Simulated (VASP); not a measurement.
# Al2Cu (I4/mmm) in VASP: a series of runs

Runs on Al2Cu. Level: PBE. Tasks: single point.

Everything below comes from runs of VASP 6.6.1. Logs are shortened: lines on timing, memory, paths and dates and some standing lists are left out, and cuts for length are marked.

## 1. The cell of the first run

The structure is tetragonal, space group I4/mmm (No. 139). Conventional cell: a = 3.978 Å, b = 3.978 Å, c = 5.586 Å, α = 90.00°, β = 90.00°, γ = 90.00°. Within 3.2 Å of Cu (site symmetry 4/mmm) lie 8 Al at 2.43 Å. Al (site symmetry -4m2) has 4 Cu at 2.43 Å and 6 Al at 2.79 to 2.81 Å within 3.2 Å.

## 2. Single point, PBE

INCAR

```
SYSTEM = Al2Cu
PREC = Accurate
ENCUT = 520
EDIFF = 1E-6
ISMEAR = -1
SIGMA = 0.05
LREAL = .FALSE.
LASPH = .TRUE.
NELM = 100
ALGO = Normal
ISIF = 2
LWAVE = .FALSE.
LCHARG = .TRUE.
GGA = PE
LELF = .TRUE.
LVHAR = .TRUE.
NBANDS = 16
```

KPOINTS

```
Automatic mesh
0
G
  9 9 9
  0 0 0
```

POSCAR

```
Al2Cu
1.0
   -1.9888904110      1.9888904110      2.7928920770
    1.9888904110     -1.9888904110      2.7928920770
    1.9888904110      1.9888904110     -2.7928920770
Cu Al
1 2
Direct
    0.5000000000      0.5000000000      0.0000000000
    0.2500000000      0.7500000000      0.5000000000
    0.7500000000      0.2500000000      0.5000000000
```

Potentials or basis: VASP PAW PBE potentials, release 64 (Cu, Al).

On the command line:

```
> cat potpaw_PBE.64/Cu/POTCAR potpaw_PBE.64/Al/POTCAR > POTCAR
> mpirun -np 1 vasp_std > vasp.out
```

OUTCAR:

```text
SYSTEM = Al2Cu
   PREC = Accurate
   ENCUT = 520
   EDIFF = 1E-6
   ISMEAR = -1
   LREAL = .FALSE.
   LASPH = .TRUE.
   NELM = 100
   ISIF = 2
   GGA = PE

 ion  position               nearest neighbor table
   1  0.500  0.500  0.000-   2 2.43   3 2.43   2 2.43   3 2.43   2 2.43   3 2.43   2 2.43   3 2.43

   2  0.250  0.750  0.500-   1 2.43   1 2.43   1 2.43   1 2.43   3 2.79   3 2.79   3 2.81   3 2.81
                             3 2.81   3 2.81
   3  0.750  0.250  0.500-   1 2.43   1 2.43   1 2.43   1 2.43   2 2.79   2 2.79   2 2.81   2 2.81
                             2 2.81   2 2.81

  LATTYP: Found a body centered tetragonal cell.
 ALAT       =     3.9777808220
 C/A-ratio  =     1.4042463383

  Lattice vectors:

 A1 = (  -1.9888904110,   1.9888904110,   2.7928920770)
 A2 = (   1.9888904110,  -1.9888904110,   2.7928920770)
 A3 = (   1.9888904110,   1.9888904110,  -2.7928920770)

Analysis of symmetry for initial positions (statically):
=====================================================================
 Subroutine PRICEL returns:
 Original cell was already a primitive cell.

 Routine SETGRP: Setting up the symmetry group for a
 body centered tetragonal supercell.

 Subroutine GETGRP returns: Found 16 space group operations
 (whereof 16 operations were pure point group operations)
 out of a pool of 16 trial point group operations.

The static configuration has the point symmetry D_4h.

Analysis of symmetry for dynamics (positions and initial velocities):
=====================================================================
 Subroutine PRICEL returns:
 Original cell was already a primitive cell.

 Routine SETGRP: Setting up the symmetry group for a
 body centered tetragonal supercell.

 Subroutine GETGRP returns: Found 16 space group operations
 (whereof 16 operations were pure point group operations)
 out of a pool of 16 trial point group operations.

The dynamic configuration has the point symmetry D_4h.

 Subroutine INISYM returns: Found 16 space group operations
 (whereof 16 operations are pure point group operations),
 and found     1 'primitive' translations

----------------------------------------------------------------------------------------

                                     Primitive cell

  volume of cell :      44.1912

  direct lattice vectors                    reciprocal lattice vectors
    -1.988890411  1.988890411  2.792892077     0.000000000  0.251396456  0.179025894
     1.988890411 -1.988890411  2.792892077     0.251396456  0.000000000  0.179025894
     1.988890411  1.988890411 -2.792892077     0.251396456  0.251396456  0.000000000

  length of vectors
     3.963788123  3.963788123  3.963788123     0.308626714  0.308626714  0.355528277

  position of ions in fractional coordinates (direct lattice)
     0.500000000  0.500000000  0.000000000
     0.250000000  0.750000000  0.500000000
     0.750000000  0.250000000  0.500000000

  ion indices of the primitive-cell ions
   primitive index   ion index
                 1           1
                 2           2
                 3           3

----------------------------------------------------------------------------------------

 KPOINTS: Automatic mesh

Automatic generation of k-mesh.
 Grid dimensions read from file:
 generate k-points for:    9    9    9

 Generating k-lattice:

  Cartesian coordinates                     Fractional coordinates (reciprocal lattice)
     0.000000000  0.027932940  0.019891766     0.111111111 -0.000000000  0.000000000
     0.027932940  0.000000000  0.019891766    -0.000000000  0.111111111  0.000000000
     0.027932940  0.027932940  0.000000000     0.000000000  0.000000000  0.111111111

  Length of vectors
     0.034291857  0.034291857  0.039503142

  Shift w.r.t. Gamma in fractional coordinates (k-lattice)
     0.000000000  0.000000000  0.000000000

 Subroutine IBZKPT returns following result:
 ===========================================

 Found     75 irreducible k-points:

 Following reciprocal coordinates:
            Coordinates               Weight
  0.000000  0.000000  0.000000      1.000000
  0.111111  0.000000 -0.000000      8.000000
  0.222222  0.000000 -0.000000      8.000000
  0.333333  0.000000  0.000000      8.000000
  0.444444  0.000000 -0.000000      8.000000
  0.111111  0.111111 -0.000000      8.000000
[... 16 lines left out ...]
 -0.333333  0.333333  0.000000      4.000000
  0.444444  0.444444 -0.000000      8.000000
 [... further k-points ...]
   k-points           NKPTS =     75   k-points in BZ     NKDIM =     75   number of bands    NBANDS=     16
   number of dos      NEDOS =    301   number of ions     NIONS =      3
   total plane-waves  NPLWV =  27000
   dimension x,y,z NGX =    30 NGY =   30 NGZ =   30
   dimension x,y,z NGXF=    60 NGYF=   60 NGZF=   60
   ions per type =               1   2
   NGX,Y,Z   is equivalent  to a cutoff of  12.58, 12.58, 12.58 a.u.
   NGXF,Y,Z  is equivalent  to a cutoff of  25.16, 25.16, 25.16 a.u.
 SYSTEM =  Al2Cu
   PREC   = accura    normal or accurate (medium, high low for compatibility)
   ISTART =      0    job   : 0-new  1-cont  2-samecut
   ICHARG =      2    charge: 1-file 2-atom 10-const
   ISPIN  =      1    spin polarized calculation?
   LNONCOLLINEAR =      F non collinear calculations
   LSORBIT =      F    spin-orbit coupling
   LASPH  =      T    aspherical Exc in radial PAW
   ENCUT  =  520.0 eV  38.22 Ry    6.18 a.u.   7.37  7.37  7.37*2*pi/ulx,y,z
   NELM   =    100;   NELMIN=  2; NELMDL= -5     # of ELM steps
   EDIFF  = 0.1E-05   stopping-criterion for ELM
   LREAL  =      F    real-space projection
   EDIFFG = 0.1E-04   stopping-criterion for IOM
   NSW    =      0    number of steps for IOM
   IBRION =     -1    ionic relax: 0-MD 1-quasi-New 2-CG
   NFREE  =      0    steps in history (QN), initial steepest desc. (CG)
   ISIF   =      2    stress and relaxation
   ISYM   =      2    0-nonsym 1-usesym 2-fastsym
   POTIM  = 0.5000    time-step for ionic-motion
   TEBEG  =    0.0;   TEEND  =   0.0 temperature during run
   PSTRESS=    0.0 pullay stress
   NELECT =      17.0000    total number of electrons
   NUPDOWN=      -1.0000    fix difference up-down
   EMIN   =  10.00;   EMAX   =-10.00  energy-range for DOS
   EFERMI =   0.00;   METHOD = LEGACY
   ISMEAR =    -1;   SIGMA  =   0.05  broadening in eV -4-tet -1-fermi 0-gaus
   EFERMI_NEDOS =   21; number of points for ismear=-14 and -15
   IALGO  =     38    algorithm
   IMIX   =      4    mixing-type and parameters
     AMIX     =   0.40;   BMIX     =  1.00
     AMIX_MAG =   1.60;   BMIX_MAG =  1.00
  volume/ion in A,a.u.               =      14.73        99.41
  Fermi-wavevector in a.u.,A,eV,Ry     =   1.190636  2.249977 19.287826  1.417615
  Thomas-Fermi vector in A             =   2.326717
   LORBIT       =      0    0 simple, 1 ext, 2 COOP (PROOUT), +10 PAW based schemes
   GGA     = PE    functional components
   LHFCALC =     F    Hartree Fock is set to
   AEXX    =    0.0000 exact exchange contribution
   IVDW    =     0    specifies the selected vdW correction
   LEPSILON=     F    determine dielectric tensor
   LRPA    =     F    only Hartree local field effects (RPA)
 non-spin polarized calculation
  energy-cutoff  :      520.00
  volume of cell :       44.19
 maximum number of plane-waves:      1235
 NGX is ok and might be reduce to    30
   NGX = 15   NGY = 15   NGZ = 15

 number of electron      17.0000008 magnetization

 Free energy of the ion-electron system (eV)
  ---------------------------------------------------
  ext. energy  EPLUGINS =         0.00000000
  ---------------------------------------------------
  free energy    TOTEN  =       -11.60741048 eV

  energy without entropy =      -11.59454293  energy(sigma->0) =      -11.60097670

 E-fermi :   7.8058     XC(G=0): -10.7821

 val. band max:        7.8046072125   @ k =   0.1111   0.1111  -0.0000
 cond. band min:       7.8116054322   @ k =  -0.4444   0.1111   0.0000
 fundamental gap:      0.0069982198
 Fermi energy:         7.8057595444

 k-point     1 :       0.0000    0.0000    0.0000
  band No.  band energies     occupation
      1      -2.8654      2.00000
      2       2.9580      2.00000
      3       2.9637      2.00000
      4       2.9637      2.00000
      5       3.5512      2.00000
      6       3.5617      2.00000
[... 8 lines left out ...]
     15      15.0781      0.00000
     16      15.3240      0.00000

 k-point     2 :       0.1111    0.0000   -0.0000
  band No.  band energies     occupation
      1      -2.6911      2.00000
      2       2.9075      2.00000
      3       2.9875      2.00000
      4       2.9907      2.00000
      5       3.5447      2.00000
      6       3.5547      2.00000
[... 8 lines left out ...]
     15      13.9732      0.00000
     16      14.7728      0.00000

 k-point     3 :       0.2222    0.0000   -0.0000
  band No.  band energies     occupation
      1      -2.1734      2.00000
      2       2.7319      2.00000
      3       3.0494      2.00000
      4       3.0508      2.00000
      5       3.5425      2.00000
      6       3.5499      2.00000
[... 8 lines left out ...]
     15      13.9600      0.00000
     16      15.7955      0.00000

 k-point     4 :       0.3333    0.0000    0.0000
  band No.  band energies     occupation
      1      -1.3353      2.00000
      2       2.3030      2.00000
      3       3.0956      2.00000
      4       3.0981      2.00000
      5       3.5756      2.00000
      6       3.5781      2.00000
[... 8 lines left out ...]
     15      15.5409      0.00000
     16      17.5516      0.00000

 k-point     5 :       0.4444    0.0000   -0.0000
  band No.  band energies     occupation
      1      -0.2775      2.00000
      2       1.3515      2.00000
      3       3.1076      2.00000
      4       3.1129      2.00000
      5       3.6210      2.00000
      6       3.6230      2.00000
[... 8 lines left out ...]
     15      17.4198      0.00000
     16      19.4350      0.00000

 k-point     6 :       0.1111    0.1111   -0.0000
  band No.  band energies     occupation
      1      -2.4009      2.00000
      2       2.8238      2.00000
      3       3.0188      2.00000
      4       3.0356      2.00000
      5       3.5127      2.00000
      6       3.5717      2.00000
[... 8 lines left out ...]
     15      15.1584      0.00000
     16      15.9218      0.00000
[... 267 lines left out ...]
 k-point    21 :       0.4444    0.3333    0.0000
  band No.  band energies     occupation
      1       1.0240      2.00000
      2       2.0336      2.00000
      3       2.5507      2.00000
      4       3.4101      2.00000
      5       3.5022      2.00000
      6       3.6307      2.00000
[... 8 lines left out ...]
     15      18.5022      0.00000
     16      19.0825      0.00000

 k-point    22 :      -0.4444    0.3333    0.0000
  band No.  band energies     occupation
      1      -0.0048      2.00000
      2       2.4197      2.00000
      3       2.8730      2.00000
      4       3.3760      2.00000
      5       3.4536      2.00000
      6       3.6994      2.00000
[... 8 lines left out ...]
     15      18.8869      0.00000
     16      20.4633      0.00000

 k-point    23 :      -0.3333    0.3333    0.0000
  band No.  band energies     occupation
      1      -0.8183      2.00000
      2       2.5441      2.00000
      3       3.1317      2.00000
      4       3.2901      2.00000
      5       3.3015      2.00000
      6       3.6931      2.00000
[... 8 lines left out ...]
     15      18.6201      0.00000
     16      18.8415      0.00000

 k-point    24 :       0.4444    0.4444   -0.0000
  band No.  band energies     occupation
      1       1.5013      2.00000
      2       1.7338      2.00000
      3       2.3528      2.00000
      4       3.4903      2.00000
      5       3.5619      2.00000
      6       3.6956      2.00000
[... 8 lines left out ...]
     15      18.8911      0.00000
     16      20.2703      0.00000

 [... further k-points ...]

------------------------ aborting loop because EDIFF is reached ----------------------------------------

  FORCE on cell =-STRESS in cart. coord.  units (eV):
  Direction    XX          YY          ZZ          XY          YZ          ZX
  --------------------------------------------------------------------------------------
  -------------------------------------------------------------------------------------
  Total        2.9541935      2.9541935      2.9918805      0.0000000      0.0000000      0.0000000
  in kB      107.1059675    107.1059675    108.4723308      0.0000000      0.0000000      0.0000000
  external PRESSURE =     107.5614219 kB  Pullay stress =       0.0000000 kB

 VOLUME and BASIS-vectors are now :
 -----------------------------------------------------------------------------
  energy-cutoff  :      520.00
  volume of cell :       44.19
      direct lattice vectors                 reciprocal lattice vectors
    -1.988890411  1.988890411  2.792892077     0.000000000  0.251396456  0.179025894
     1.988890411 -1.988890411  2.792892077     0.251396456  0.000000000  0.179025894
     1.988890411  1.988890411 -2.792892077     0.251396456  0.251396456  0.000000000

 POSITION                                       TOTAL-FORCE (eV/Angst)
 -----------------------------------------------------------------------------------
      0.00000      0.00000      2.79289        -0.000000      0.000000      0.000000
      1.98889     -0.00000      1.39645         0.000000      0.000000     -0.000000
     -0.00000      1.98889      1.39645         0.000000     -0.000000      0.000000
 -----------------------------------------------------------------------------------
    total drift:                                0.000000     -0.000000      0.000000

  FREE ENERGIE OF THE ION-ELECTRON SYSTEM (eV)
  ---------------------------------------------------
  free  energy   TOTEN  =       -11.6074104762 eV

  energy  without entropy=      -11.5945429276  energy(sigma->0) =      -11.60097670
```

It took 32 s on 1 thread of Intel Xeon 6975P-C (Granite Rapids), shared host; peak memory 0.2 GiB.

Results:

```
Free energy : -11.6074 eV
Pressure    : 10.8 GPa
```

(Continued in part 2 of 4.)
